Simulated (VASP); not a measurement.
HfO2: single point with PBEsol

HfO2:

```xyz
3
Lattice="-0.2040 2.4898 2.4898 2.4898 -0.2040 2.4898 2.4898 2.4898 -0.2040" Properties=species:S:1:pos:R:3 pbc="T T T"
Hf    0.0000    0.0000    0.0000
O     1.1939    1.1939    1.1939
O     3.5816    3.5816    3.5816
```

```json
{
  "Program": "VASP 6.6.1",
  "Task": "single point",
  "Functional": "PBEsol",
  "Potentials or basis": "VASP PAW PBE potentials, release 64 (Hf_pv, O)",
  "Cutoff": "520 eV",
  "k mesh": "8 × 8 × 8",
  "Occupations": "gaussian, width 0.05 eV",
  "Spin": "no spin polarisation",
  "Dipole correction": "no",
  "Further INCAR settings": "ALGO = Normal; EDIFF = 1e-06; NBANDS = 18"
}
```

```
Pressure               : -16.0 GPa
Largest force          : 0.997 eV/Å
Band gap on the k mesh : 3.66 eV, direct
```

Forces on the atoms (eV/Å):
```
Hf   0.000  0.000  0.000
O    0.575  0.575  0.575
O   -0.575 -0.575 -0.575
```

Stress tensor (GPa, compression positive):
```
-16.00   7.62   7.62
  7.62 -16.00   7.62
  7.62   7.62 -16.00
```

Levels at points of the mesh, in eV from the valence-band top:
```csv
k point,band 7,band 8,band 9,band 10,band 11,band 12,band 13,band 14,band 15,band 16
"(0.00, 0.00, 0.00)",-5.07,-4.87,-0.57,-0.52,-0.52,3.79,3.79,5.15,9.25,9.25
"(0.50, 0.00, 0.00)",-4.02,-2.92,-2.67,-1.84,-1.44,4.03,4.77,6.13,8.38,8.83
"(0.50, 0.50, 0.00)",-3.57,-2.92,-1.93,-1.02,0.00,3.66,5.37,5.79,6.98,8.62
"(0.50, 0.50, 0.50)",-3.88,-3.37,-2.33,-1.90,-1.90,4.75,4.75,7.29,8.10,8.10
```

Wall time 17 s on 1 thread of Intel(R) Xeon(R) 6975P-C (Granite Rapids) (shared host), peak memory 0.18 GiB.

Caveat: the PAW data sets were made with another functional, which shifts forces and pressure a little; spin-orbit coupling is left out, which moves the levels of the heavy elements. A k mesh can miss the band edges.
